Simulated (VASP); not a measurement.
Input of a VASP 6.6.1 run:

POSCAR

```
AlRu
1.0
    2.9217374363      0.0000000000      0.0000000000
    0.0000000000      2.9217374363      0.0000000000
    0.0000000000      0.0000000000      2.9217374363
Al Ru
1 1
Direct
    0.0000000000      0.0000000000      0.0000000000
    0.5000000000      0.5000000000      0.5000000000
```

The input INCAR.step1:

```
  PREC = Accurate
  ENCUT = 520
  ISMEAR = 0
  SIGMA = 0.1
  LREAL = False
  LASPH = True
  NELM = 100
  NBANDS = 16
  GGA = PE
  ALGO = Normal
  EDIFF = 1E-4
  LWAVE = True
  LCHARG = False
```

Contents of INCAR.step2:

```
  PREC = Accurate
  ENCUT = 520
  EDIFF = 1E-6
  ISMEAR = 0
  SIGMA = 0.1
  LREAL = False
  LASPH = True
  NELM = 100
  ALGO = Normal
  ISIF = 2
  LWAVE = False
  LCHARG = True
  METAGGA = R2SCAN
  LMIXTAU = True
  LELF = True
  LVHAR = True
  NBANDS = 16
  ISTART = 1
```

KPOINTS

```
regular mesh
0
Gamma
  14 14 14
```

Potentials or basis: VASP PAW PBE potentials, release 64 (Al, Ru_pv).

The run is started by

```console
$ cat potpaw_PBE.64/Al/POTCAR potpaw_PBE.64/Ru_pv/POTCAR > POTCAR
$ cp INCAR.step1 INCAR
$ mpirun -np 1 vasp_std > vasp.out
$ cp INCAR.step2 INCAR
$ mpirun -np 1 vasp_std > vasp.out
```

Question: Estimate the pressure.

Answer: 15.9 GPa.

Question: What does it give for the band gap on the k mesh?

Answer: Zero (an odd number of electrons rules out a gap without spin polarisation).

Caveat: the cell stands under pressure; the PAW data sets were made with another functional, which shifts forces and pressure a little.
